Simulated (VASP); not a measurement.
# CdS (P6_3mc) in VASP: notebook

Runs on CdS. Level: LDA. Tasks: single point, relaxation of cell and atoms.

All numbers are computed with VASP 6.6.1; they aren't measurements. Logs are shortened: lines on timing, memory, paths and dates and some standing lists are left out, and cuts for length are marked.

**Measured values to compare with.**

“Isotope dependence of band-gap energy”, 2008, arxiv:0807.2152 quotes, for a bulk crystal of CdS: band gap 2.5809 ± 0.0002 eV.

How close the calculation comes is told below.

**1. The cell of the first run**

It takes space group P6_3mc (No. 186, hexagonal). The conventional cell has a = 4.075 Å, b = 4.075 Å, c = 6.635 Å, α = 90.00°, β = 90.00°, γ = 120.00°. Within 3.3 Å of Cd (site symmetry 3m) lie 4 S at 2.49 to 2.50 Å. Within 3.3 Å of S (site symmetry 3m) lie 4 Cd at 2.49 to 2.50 Å.

**2. Single point, LDA**

Input file INCAR:

```
PREC     = Accurate       # precision mode
ENCUT    = 520            # plane-wave cutoff, eV
EDIFF    = 1E-7           # SCF threshold, eV
ISMEAR   = 0              # smearing method
SIGMA    = 0.02           # smearing width, eV
LREAL    = F              # projectors in reciprocal space
LASPH    = T              # aspherical terms in the spheres
NELM     = 60             # most SCF steps
ALGO     = Normal         # electronic algorithm
ISIF     = 2              # what is computed and relaxed
LWAVE    = F              # write WAVECAR
LCHARG   = F              # write CHGCAR
GGA      = CA             # functional
NBANDS   = 26             # bands
```

Input file KPOINTS:

```
Automatic mesh
0
Gamma
  6 6 4
```

Input file POSCAR:

```
CdS
1.0
    4.0747121055      0.0000000000      0.0000000000
   -2.0373560528      3.5288041965      0.0000000000
    0.0000000000      0.0000000000      6.6354238075
Cd S
2 2
Direct
    0.3333333333      0.6666666667     -0.0006409445
    0.6666666667      0.3333333333      0.4993590555
    0.3333333333      0.6666666667      0.3756409445
    0.6666666667      0.3333333333      0.8756409445
```

Potentials or basis: VASP PAW LDA potentials, release 64 (Cd, S).

Command:

```console
cat potpaw_LDA.64/Cd/POTCAR potpaw_LDA.64/S/POTCAR > POTCAR
mpirun -np 1 vasp_std > vasp.out
```

OUTCAR:

```text
PREC = Accurate
   ENCUT = 520
   EDIFF = 1E-7
   ISMEAR = 0
   LREAL = F
   LASPH = T
   NELM = 60
   ISIF = 2
   GGA = CA

 ion  position               nearest neighbor table
   1  0.333  0.667  0.999-   4 2.49   4 2.49   4 2.49   3 2.50
   2  0.667  0.333  0.499-   3 2.49   3 2.49   3 2.49   4 2.50
   3  0.333  0.667  0.376-   2 2.49   2 2.49   2 2.49   1 2.50
   4  0.667  0.333  0.876-   1 2.49   1 2.49   1 2.49   2 2.50

  LATTYP: Found a hexagonal cell.
 ALAT       =     4.0747121055
 C/A-ratio  =     1.6284399083

  Lattice vectors:

 A1 = (   4.0747121055,   0.0000000000,   0.0000000000)
 A2 = (  -2.0373560528,   3.5288041965,   0.0000000000)
 A3 = (   0.0000000000,   0.0000000000,   6.6354238075)

Analysis of symmetry for initial positions (statically):
=====================================================================
 Subroutine PRICEL returns:
 Original cell was already a primitive cell.

 Routine SETGRP: Setting up the symmetry group for a
 hexagonal supercell.

 Subroutine GETGRP returns: Found 12 space group operations
 (whereof  6 operations were pure point group operations)
 out of a pool of 24 trial point group operations.

The static configuration has the point symmetry C_3v.
 The point group associated with its full space group is C_6v.

Analysis of symmetry for dynamics (positions and initial velocities):
=====================================================================
 Subroutine PRICEL returns:
 Original cell was already a primitive cell.

 Routine SETGRP: Setting up the symmetry group for a
 hexagonal supercell.

 Subroutine GETGRP returns: Found 12 space group operations
 (whereof  6 operations were pure point group operations)
 out of a pool of 24 trial point group operations.

The dynamic configuration has the point symmetry C_3v.
 The point group associated with its full space group is C_6v.

 Subroutine INISYM returns: Found 12 space group operations
 (whereof  6 operations are pure point group operations),
 and found     1 'primitive' translations

----------------------------------------------------------------------------------------

                                     Primitive cell

  volume of cell :      95.4098

  direct lattice vectors                    reciprocal lattice vectors
     4.074712105  0.000000000  0.000000000     0.245416111  0.141691058  0.000000000
    -2.037356053  3.528804196  0.000000000     0.000000000  0.283382116  0.000000000
     0.000000000  0.000000000  6.635423807     0.000000000  0.000000000  0.150706274

  length of vectors
     4.074712105  4.074712106  6.635423807     0.283382116  0.283382116  0.150706274

  position of ions in fractional coordinates (direct lattice)
     0.333333333  0.666666667  0.999359056
     0.666666667  0.333333333  0.499359056
     0.333333333  0.666666667  0.375640944
     0.666666667  0.333333333  0.875640944

  ion indices of the primitive-cell ions
   primitive index   ion index
                 1           1
                 2           2
                 3           3
                 4           4

----------------------------------------------------------------------------------------

 KPOINTS: Automatic mesh

Automatic generation of k-mesh.
 Grid dimensions read from file:
 generate k-points for:    6    6    4

 Generating k-lattice:

  Cartesian coordinates                     Fractional coordinates (reciprocal lattice)
     0.040902685  0.023615176  0.000000000     0.166666667  0.000000000  0.000000000
     0.000000000  0.047230353  0.000000000     0.000000000  0.166666667  0.000000000
     0.000000000  0.000000000  0.037676569     0.000000000  0.000000000  0.250000000

  Length of vectors
     0.047230353  0.047230353  0.037676569

  Shift w.r.t. Gamma in fractional coordinates (k-lattice)
     0.000000000  0.000000000  0.000000000

 Subroutine IBZKPT returns following result:
 ===========================================

 Found     21 irreducible k-points:

 Following reciprocal coordinates:
            Coordinates               Weight
  0.000000  0.000000  0.000000      1.000000
  0.166667  0.000000  0.000000      6.000000
  0.333333  0.000000  0.000000      6.000000
  0.500000  0.000000  0.000000      3.000000
  0.166667  0.166667  0.000000      6.000000
  0.333333  0.166667  0.000000     12.000000
[... 13 lines left out ...]
  0.333333  0.166667  0.500000     12.000000
  0.333333  0.333333  0.500000      2.000000
   k-points           NKPTS =     21   k-points in BZ     NKDIM =     21   number of bands    NBANDS=     26
   number of dos      NEDOS =    301   number of ions     NIONS =      4
   total plane-waves  NPLWV =  45000
   dimension x,y,z NGX =    30 NGY =   30 NGZ =   50
   dimension x,y,z NGXF=    60 NGYF=   60 NGZF=  100
   ions per type =               2   2
   NGX,Y,Z   is equivalent  to a cutoff of  12.24, 12.24, 12.53 a.u.
   NGXF,Y,Z  is equivalent  to a cutoff of  24.48, 24.48, 25.05 a.u.
 SYSTEM =  unknown system
   PREC   = accura    normal or accurate (medium, high low for compatibility)
   ISTART =      0    job   : 0-new  1-cont  2-samecut
   ICHARG =      2    charge: 1-file 2-atom 10-const
   ISPIN  =      1    spin polarized calculation?
   LNONCOLLINEAR =      F non collinear calculations
   LSORBIT =      F    spin-orbit coupling
   LASPH  =      T    aspherical Exc in radial PAW
   ENCUT  =  520.0 eV  38.22 Ry    6.18 a.u.   7.58  7.58 12.34*2*pi/ulx,y,z
   NELM   =     60;   NELMIN=  2; NELMDL= -5     # of ELM steps
   EDIFF  = 0.1E-06   stopping-criterion for ELM
   LREAL  =      F    real-space projection
   EDIFFG = 0.1E-05   stopping-criterion for IOM
   NSW    =      0    number of steps for IOM
   IBRION =     -1    ionic relax: 0-MD 1-quasi-New 2-CG
   NFREE  =      0    steps in history (QN), initial steepest desc. (CG)
   ISIF   =      2    stress and relaxation
   ISYM   =      2    0-nonsym 1-usesym 2-fastsym
   POTIM  = 0.5000    time-step for ionic-motion
   TEBEG  =    0.0;   TEEND  =   0.0 temperature during run
   PSTRESS=    0.0 pullay stress
   NELECT =      36.0000    total number of electrons
   NUPDOWN=      -1.0000    fix difference up-down
   EMIN   =  10.00;   EMAX   =-10.00  energy-range for DOS
   EFERMI =   0.00;   METHOD = LEGACY
   ISMEAR =     0;   SIGMA  =   0.02  broadening in eV -4-tet -1-fermi 0-gaus
   EFERMI_NEDOS =   21; number of points for ismear=-14 and -15
   IALGO  =     38    algorithm
   IMIX   =      4    mixing-type and parameters
     AMIX     =   0.40;   BMIX     =  1.00
     AMIX_MAG =   1.60;   BMIX_MAG =  1.00
  volume/ion in A,a.u.               =      23.85       160.96
  Fermi-wavevector in a.u.,A,eV,Ry     =   1.182981  2.235511 19.040608  1.399445
  Thomas-Fermi vector in A             =   2.319225
   LORBIT       =      0    0 simple, 1 ext, 2 COOP (PROOUT), +10 PAW based schemes
   GGA     = CA    functional components
   LHFCALC =     F    Hartree Fock is set to
   AEXX    =    0.0000 exact exchange contribution
   IVDW    =     0    specifies the selected vdW correction
   LEPSILON=     F    determine dielectric tensor
   LRPA    =     F    only Hartree local field effects (RPA)
 non-spin polarized calculation
 Gauss-broadening in eV      SIGMA  =   0.02
  energy-cutoff  :      520.00
  volume of cell :       95.41
 maximum number of plane-waves:      2593
   NGX = 15   NGY = 15   NGZ = 25

 number of electron      36.0000024 magnetization

 Free energy of the ion-electron system (eV)
  ---------------------------------------------------
  ext. energy  EPLUGINS =         0.00000000
  ---------------------------------------------------
  free energy    TOTEN  =       -14.81470821 eV

  energy without entropy =      -14.81470821  energy(sigma->0) =      -14.81470821

 E-fermi :   1.5811     XC(G=0):  -9.7594

 val. band max:        1.4805243194   @ k =   0.0000   0.0000   0.0000
 cond. band min:       2.5368394961   @ k =   0.0000   0.0000   0.0000
 fundamental gap:      1.0563151767
 Fermi energy:         1.5811105853

 k-point     1 :       0.0000    0.0000    0.0000
  band No.  band energies     occupation
      1     -11.1329      2.00000
      2     -10.6443      2.00000
      3      -6.4377      2.00000
      4      -6.4279      2.00000
      5      -6.4279      2.00000
      6      -6.3343      2.00000
[... 18 lines left out ...]
     25       8.9389      0.00000
     26       9.0736      0.00000

 k-point     2 :       0.1667    0.0000    0.0000
  band No.  band energies     occupation
      1     -11.0253      2.00000
      2     -10.5981      2.00000
      3      -6.4030      2.00000
      4      -6.3857      2.00000
      5      -6.3564      2.00000
      6      -6.2826      2.00000
[... 18 lines left out ...]
     25       8.8812      0.00000
     26       9.5485      0.00000

 k-point     3 :       0.3333    0.0000    0.0000
  band No.  band energies     occupation
      1     -10.7925      2.00000
      2     -10.5210      2.00000
      3      -6.3432      2.00000
      4      -6.3218      2.00000
      5      -6.1948      2.00000
      6      -6.1490      2.00000
[... 18 lines left out ...]
     25       9.6423      0.00000
     26      10.2805      0.00000

 k-point     4 :       0.5000    0.0000    0.0000
  band No.  band energies     occupation
      1     -10.6552      2.00000
      2     -10.5029      2.00000
      3      -6.3278      2.00000
      4      -6.3029      2.00000
      5      -6.1023      2.00000
      6      -6.0901      2.00000
[... 18 lines left out ...]
     25       9.6961      0.00000
     26      11.6062      0.00000
[... 409 lines left out ...]
      1     -10.6853      2.00000
      2     -10.6853      2.00000
      3      -6.2914      2.00000
      4      -6.2914      2.00000
      5      -6.2618      2.00000
      6      -6.2618      2.00000
[... 18 lines left out ...]
     25       9.3498      0.00000
     26       9.3498      0.00000

 k-point    20 :       0.3333    0.1667    0.5000
  band No.  band energies     occupation
      1     -10.5673      2.00000
      2     -10.5673      2.00000
      3      -6.2651      2.00000
      4      -6.2651      2.00000
      5      -6.2042      2.00000
      6      -6.2042      2.00000
[... 18 lines left out ...]
     25       9.8421      0.00000
     26       9.8421      0.00000

 k-point    21 :       0.3333    0.3333    0.5000
  band No.  band energies     occupation
      1     -10.5295      2.00000
      2     -10.5295      2.00000
      3      -6.2266      2.00000
      4      -6.2266      2.00000
      5      -6.2069      2.00000
      6      -6.2069      2.00000
[... 18 lines left out ...]
     25      10.6471      0.00000
     26      10.6471      0.00000

------------------------ aborting loop because EDIFF is reached ----------------------------------------

  FORCE on cell =-STRESS in cart. coord.  units (eV):
  Direction    XX          YY          ZZ          XY          YZ          ZX
  --------------------------------------------------------------------------------------
  -------------------------------------------------------------------------------------
  Total        0.3280182      0.3280182      0.3279510     -0.0000000      0.0000000      0.0000000
  in kB        5.5082718      5.5082718      5.5071436     -0.0000000      0.0000000      0.0000000
  external PRESSURE =       5.5078957 kB  Pullay stress =       0.0000000 kB

 VOLUME and BASIS-vectors are now :
 -----------------------------------------------------------------------------
  energy-cutoff  :      520.00
  volume of cell :       95.41
      direct lattice vectors                 reciprocal lattice vectors
     4.074712105  0.000000000  0.000000000     0.245416111  0.141691058  0.000000000
    -2.037356053  3.528804196  0.000000000     0.000000000  0.283382116  0.000000000
     0.000000000  0.000000000  6.635423807     0.000000000  0.000000000  0.150706274

 POSITION                                       TOTAL-FORCE (eV/Angst)
 -----------------------------------------------------------------------------------
     -0.00000      2.35254      6.63117        -0.000000      0.000000      0.003922
      2.03736      1.17627      3.31346         0.000000     -0.000000      0.003922
     -0.00000      2.35254      2.49254        -0.000000      0.000000     -0.003922
      2.03736      1.17627      5.81025         0.000000     -0.000000     -0.003922
 -----------------------------------------------------------------------------------
    total drift:                                0.000000      0.000000      0.001086

  FREE ENERGIE OF THE ION-ELECTRON SYSTEM (eV)
  ---------------------------------------------------
  free  energy   TOTEN  =       -14.8147082057 eV

  energy  without entropy=      -14.8147082057  energy(sigma->0) =      -14.81470821
```

Run time: 38 s. Hardware: 1 thread of Intel Xeon Platinum 8559C (Emerald Rapids), shared host; peak memory 0.19 GiB.

Results:

```
Free energy            : -14.8147 eV
Pressure               : 0.6 GPa
Largest force          : 0.004 eV/Å
Band gap on the k mesh : 1.06 eV, direct
```

Forces on the atoms (eV/Å):
```
Cd   0.000  0.000  0.004
Cd   0.000  0.000  0.004
S    0.000  0.000 -0.004
S    0.000  0.000 -0.004
```

Expect the measured gap to be larger: semilocal functionals such as LDA lack the derivative discontinuity.

(Part 1 of 3 ends here.)
